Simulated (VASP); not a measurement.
## LaScAs2: single point with r2SCAN

Crystal: LaScAs2.

```
Sc La As
1.0
     2.07168    1.19609    6.71258
    -2.07168    1.19609    6.71258
     0.00000   -2.39217    6.71258
Sc La As
1 1 2
Direct
  0.00000 0.00000 0.00000
  0.50000 0.50000 0.50000
  0.25955 0.25955 0.25955
  0.74045 0.74045 0.74045
```

```json
{"Program": "VASP 6.6.1", "Task": "single point", "Functional": "r2SCAN", "Potentials or basis": "VASP PAW PBE potentials, release 64 (Sc_sv, La, As)", "Cutoff": "520 eV", "k mesh": "6 × 6 × 6", "Occupations": "fermi-dirac, width 0.02 eV", "Spin": "no spin polarisation"}
```

```
Pressure               : 0.1 GPa
Largest force          : 0.031 eV/Å
Band gap on the k mesh : zero (bands 16 and 17 overlap by 0.53 eV)
```

Forces in eV/Å, atoms in the order of the input:
```
Sc   0.000  0.000  0.000
La   0.000  0.000  0.000
As   0.000  0.000 -0.031
As   0.000  0.000  0.031
```

Levels at points of the mesh, in eV from the Fermi level:
```tsv
k point	band 14	band 15	band 16	band 17	band 18	band 19
(0.00, 0.00, 0.00)	0.19	0.19	0.34	1.44	1.44	1.48
(0.50, 0.00, 0.00)	-1.77	-1.25	-1.25	1.35	1.73	2.64
(0.50, 0.50, 0.00)	-1.95	-0.91	-0.66	-0.19	2.50	2.72
(0.50, 0.50, 0.50)	-1.48	-1.05	-1.05	1.69	1.82	1.82
```

Run time: 16 min on 1 thread of Intel(R) Xeon(R) 6975P-C (Granite Rapids) (shared host), peak memory 0.49 GiB.

Caveat: the PAW data sets were made with another functional, which shifts forces and pressure a little; spin-orbit coupling is left out, which moves the levels of the heavy elements.
